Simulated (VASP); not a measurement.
# O2 in VASP: notebook

O2 is run at these levels: PBEsol, r2SCAN; tasks: single point.

Program: VASP 6.6.1. These are calculated values, not measurements. Logs are shortened: lines on timing, memory, paths and dates and some standing lists are left out, and cuts for length are marked.

### 1 The cell of the first run

The cell holds a cluster in a box, 2 atoms: a = 11.000 Å, b = 11.500 Å, c = 12.000 Å, α = 90.00°, β = 90.00°, γ = 90.00°.

### 2 Single point, PBEsol, collinear spin, ferromagnetic start

INCAR

```
ALGO = Normal
EDIFF = 1E-6
ENCUT = 520
GGA = PS
ISIF = 2
ISMEAR = -1
ISPIN = 2
LASPH = T
LCHARG = F
LORBIT = 11
LREAL = F
LWAVE = F
MAGMOM = 1 1
NBANDS = 17
NELM = 150
PREC = Accurate
SIGMA = 0.05
```

KPOINTS

```
k-points
0
Gamma
  1 1 1
```

POSCAR

```
O
1.0
   11.0000000000      0.0000000000      0.0000000000
    0.0000000000     11.5000000000      0.0000000000
    0.0000000000      0.0000000000     12.0000000000
O
2
Direct
    0.5000000000      0.5000000000      0.4495810000
    0.5000000000      0.5000000000      0.5504190000
```

Potentials or basis: VASP PAW PBE potentials, release 64 (O).

Launch:

```
$ cat potpaw_PBE.64/O/POTCAR > POTCAR
$ mpirun -np 1 vasp_gam > vasp.out
```

OUTCAR:

```text
EDIFF = 1E-6
   ENCUT = 520
   GGA = PS
   ISIF = 2
   ISMEAR = -1
   ISPIN = 2
   LASPH = T
   LORBIT = 11
   LREAL = F
   NELM = 150
   PREC = Accurate

 ion  position               nearest neighbor table
   1  0.500  0.500  0.450-   2 1.21
   2  0.500  0.500  0.550-   1 1.21

  LATTYP: Found a simple orthorhombic cell.
 ALAT       =    11.0000000000
 B/A-ratio  =     1.0454545455
 C/A-ratio  =     1.0909090909

  Lattice vectors:

 A1 = (  11.0000000000,   0.0000000000,   0.0000000000)
 A2 = (   0.0000000000,  11.5000000000,   0.0000000000)
 A3 = (   0.0000000000,   0.0000000000,  12.0000000000)

Analysis of symmetry for initial positions (statically):
=====================================================================
 Subroutine PRICEL returns:
 Original cell was already a primitive cell.

 Routine SETGRP: Setting up the symmetry group for a
 simple orthorhombic supercell.

 Subroutine GETGRP returns: Found  8 space group operations
 (whereof  8 operations were pure point group operations)
 out of a pool of  8 trial point group operations.

The static configuration has the point symmetry D_2h.

Analysis of symmetry for dynamics (positions and initial velocities):
=====================================================================
 Subroutine PRICEL returns:
 Original cell was already a primitive cell.

 Routine SETGRP: Setting up the symmetry group for a
 simple orthorhombic supercell.

 Subroutine GETGRP returns: Found  8 space group operations
 (whereof  8 operations were pure point group operations)
 out of a pool of  8 trial point group operations.

The dynamic configuration has the point symmetry D_2h.

Analysis of structural, dynamic, and magnetic symmetry:
=====================================================================
 Subroutine PRICEL returns:
 Original cell was already a primitive cell.

 Routine SETGRP: Setting up the symmetry group for a
 simple orthorhombic supercell.

 Subroutine GETGRP returns: Found  8 space group operations
 (whereof  8 operations were pure point group operations)
 out of a pool of  8 trial point group operations.

The overall configuration has the point symmetry D_2h.

 Subroutine INISYM returns: Found  8 space group operations
 (whereof  8 operations are pure point group operations),
 and found     1 'primitive' translations

[... 90 lines left out ...]
     AMIX_MAG =   1.60;   BMIX_MAG =  1.00
  volume/ion in A,a.u.               =     759.00      5121.98
  Fermi-wavevector in a.u.,A,eV,Ry     =   0.326120  0.616278  1.447041  0.106355
  Thomas-Fermi vector in A             =   1.217707
   LORBIT       =     11    0 simple, 1 ext, 2 COOP (PROOUT), +10 PAW based schemes
   GGA     = PS    functional components
   LHFCALC =     F    Hartree Fock is set to
   AEXX    =    0.0000 exact exchange contribution
   IVDW    =     0    specifies the selected vdW correction
   LEPSILON=     F    determine dielectric tensor
   LRPA    =     F    only Hartree local field effects (RPA)
 spin polarized calculation
  energy-cutoff  :      520.00
  volume of cell :     1518.00
 maximum number of plane-waves:     20458
 NGX is ok and might be reduce to    84
   NGX = 41   NGY = 43   NGZ = 45

 number of electron      12.0000001 magnetization       2.0000004

 Free energy of the ion-electron system (eV)
  ---------------------------------------------------
  ext. energy  EPLUGINS =         0.00000000
  ---------------------------------------------------
  free energy    TOTEN  =       -10.26640606 eV

  energy without entropy =      -10.26640606  energy(sigma->0) =      -10.26640606

 E-fermi :  -5.5621     XC(G=0):  -0.3657

 val. band max:       -6.6986853892   @ k =   0.0000   0.0000   0.0000
 cond. band min:      -4.4353447785   @ k =   0.0000   0.0000   0.0000
 fundamental gap:      2.2633406108
 Fermi energy:        -5.5621211240

 spin component 1

 k-point     1 :       0.0000    0.0000    0.0000
  band No.  band energies     occupation
      1     -32.9369      1.00000
      2     -20.2829      1.00000
      3     -13.4502      1.00000
      4     -13.4502      1.00000
      5     -13.4361      1.00000
      6      -6.6987      1.00000
[... 9 lines left out ...]
     16       1.9321      0.00000
     17       1.9914      0.00000
 Fermi energy:        -5.5621211240

 spin component 2

 k-point     1 :       0.0000    0.0000    0.0000
  band No.  band energies     occupation
      1     -31.6888      1.00000
      2     -18.5025      1.00000
      3     -12.4054      1.00000
      4     -11.6132      1.00000
      5     -11.6132      1.00000
      6      -4.4353      0.00000
[... 9 lines left out ...]
     16       1.9898      0.00000
     17       2.0537      0.00000

------------------------ aborting loop because EDIFF is reached ----------------------------------------

  FORCE on cell =-STRESS in cart. coord.  units (eV):
  Direction    XX          YY          ZZ          XY          YZ          ZX
  --------------------------------------------------------------------------------------
  -------------------------------------------------------------------------------------
  Total       -0.0732883     -0.0731445      1.5867932      0.0000000      0.0000000      0.0000000
  in kB       -0.0773523     -0.0772006      1.6747853      0.0000000      0.0000000      0.0000000
  external PRESSURE =       0.5067441 kB  Pullay stress =       0.0000000 kB

 VOLUME and BASIS-vectors are now :
 -----------------------------------------------------------------------------
  energy-cutoff  :      520.00
  volume of cell :     1518.00
      direct lattice vectors                 reciprocal lattice vectors
    11.000000000  0.000000000  0.000000000     0.090909091  0.000000000  0.000000000
     0.000000000 11.500000000  0.000000000     0.000000000  0.086956522  0.000000000
     0.000000000  0.000000000 12.000000000     0.000000000  0.000000000  0.083333333

 POSITION                                       TOTAL-FORCE (eV/Angst)
 -----------------------------------------------------------------------------------
      5.50000      5.75000      5.39497         0.000000      0.000000     -1.376773
      5.50000      5.75000      6.60503         0.000000      0.000000      1.376773
 -----------------------------------------------------------------------------------
    total drift:                                0.000000     -0.000000      0.000000

  FREE ENERGIE OF THE ION-ELECTRON SYSTEM (eV)
  ---------------------------------------------------
  free  energy   TOTEN  =       -10.2664060589 eV

  energy  without entropy=      -10.2664060582  energy(sigma->0) =      -10.26640606

 total charge

# of ion       s       p       d       tot
------------------------------------------
    1        1.609   3.308   0.000   4.916
    2        1.609   3.308   0.000   4.916
--------------------------------------------------
tot          3.218   6.615   0.000   9.833

 magnetization (x)

# of ion       s       p       d       tot
------------------------------------------
    1        0.009   0.797   0.000   0.806
    2        0.009   0.797   0.000   0.806
--------------------------------------------------
tot          0.018   1.594   0.000   1.612
```

OSZICAR:

```text
N       E                     dE             d eps       ncg     rms          rms(c)
DAV:   1     0.148177395613E+03    0.14818E+03   -0.25264E+03    76   0.376E+02
DAV:   2     0.389081786257E+02   -0.10927E+03   -0.10484E+03   127   0.659E+01
[... 15 lines left out ...]
DAV:  18    -0.102663694906E+02   -0.27794E-04   -0.90710E-07    71   0.299E-03    0.540E-04
DAV:  19    -0.102663929520E+02   -0.23461E-04   -0.69571E-07    71   0.268E-03    0.294E-04
DAV:  20    -0.102663998625E+02   -0.69105E-05   -0.10859E-07    69   0.113E-03    0.199E-04
DAV:  21    -0.102664038477E+02   -0.39851E-05   -0.38077E-08    71   0.721E-04    0.147E-04
DAV:  22    -0.102664055806E+02   -0.17329E-05   -0.17554E-08    69   0.496E-04    0.590E-05
DAV:  23    -0.102664060589E+02   -0.47832E-06    0.23092E-10    95   0.222E-04
   1 F= -.10266406E+02 E0= -.10266406E+02  d E =-.702808E-09  mag=     2.0000
```

Wall time 2.2 min (1 thread of Intel Xeon 6975P-C (Granite Rapids), shared host); peak memory 1.5 GiB.

What came out:

| Quantity | Value |
| --- | --- |
| Free energy | -10.2664 eV |
| Largest force | 1.377 eV/Å |
| Net moment | 2.00 μB per cell |
| Site moments | O +0.81 μB |
| Valence electrons inside the program's atomic spheres | O 4.92 |

Forces in eV/Å, atoms in the order of the input:
```
O    0.000  0.000 -1.377
O    0.000  0.000  1.377
```

Levels at points of the mesh, in eV from the Fermi level:
Spin up:
```
           k point  band 3  band 4  band 5  band 6  band 7  band 8  band 9  band 10  band 11  band 12
(0.00, 0.00, 0.00)   -7.89   -7.89   -7.87   -1.14   -1.14    5.34    6.23     6.35     6.45     6.54
```
Spin down:
| k point | band 1 | band 2 | band 3 | band 4 | band 5 | band 6 | band 7 | band 8 | band 9 | band 10 |
| --- | --- | --- | --- | --- | --- | --- | --- | --- | --- | --- |
| (0.00, 0.00, 0.00) | -26.13 | -12.94 | -6.84 | -6.05 | -6.05 | 1.13 | 1.13 | 5.43 | 6.39 | 6.42 |

Caveat: the standard files for N, O and F lose accuracy on very short bonds; the PAW data sets were made with another functional, which shifts forces and pressure a little.

### 3 Single point, r2SCAN, collinear spin, ferromagnetic start

POSCAR is that of step 2.

INCAR.step1

```
SYSTEM = O
PREC = Accurate
ENCUT = 520
ISMEAR = -1
SIGMA = 0.05
LREAL = .FALSE.
LASPH = .TRUE.
NELM = 150
ISPIN = 2
MAGMOM = 1 1
NBANDS = 17
GGA = PE
ALGO = Normal
EDIFF = 1E-4
LWAVE = .TRUE.
LCHARG = .FALSE.
```

INCAR.step2

```
SYSTEM = O
PREC = Accurate
ENCUT = 520
EDIFF = 1E-7
ISMEAR = -1
SIGMA = 0.05
LREAL = .FALSE.
LASPH = .TRUE.
NELM = 150
ALGO = Normal
ISIF = 2
LWAVE = .FALSE.
LCHARG = .TRUE.
ISPIN = 2
MAGMOM = 1 1
LORBIT = 11
METAGGA = R2SCAN
LMIXTAU = .TRUE.
LELF = .TRUE.
LVHAR = .TRUE.
NBANDS = 17
ISTART = 1
```

KPOINTS

```
Automatic mesh
0
G
  1 1 1
  0 0 0
```

Potentials or basis: VASP PAW PBE potentials, release 64 (O).

Launch:

```
$ cat potpaw_PBE.64/O/POTCAR > POTCAR
$ cp INCAR.step1 INCAR
$ mpirun -np 1 vasp_gam > vasp.out
$ cp INCAR.step2 INCAR
$ mpirun -np 1 vasp_gam > vasp.out
```

Run time: 7.5 min. Hardware: 1 thread of Intel Xeon 6975P-C (Granite Rapids), shared host; peak memory 2 GiB.

Results (log left out):

```yaml
Free_energy: -11.8547 eV
Largest_force: 1.028 eV/Å
Net_moment: 2.00 μB per cell
Site_moments: O +0.83 μB
Valence_electrons_inside_the_program's_atomic_spheres: O 4.94
```

Forces on the atoms (eV/Å):
```
O    0.000  0.000 -1.028
O    0.000  0.000  1.028
```

Levels at points of the mesh, in eV from the Fermi level:
Spin up:
```csv
k point,band 5,band 6,band 7,band 8,band 9,band 10
"(0.00, 0.00, 0.00)",-7.78,-1.23,-1.23,6.19,7.16,7.23
```
Spin down:
```csv
k point,band 3,band 4,band 5,band 6,band 7,band 8
"(0.00, 0.00, 0.00)",-6.68,-5.55,-5.55,2.22,2.22,6.23
```

Caveat: the standard files for N, O and F lose accuracy on very short bonds; the PAW data sets were made with another functional, which shifts forces and pressure a little.
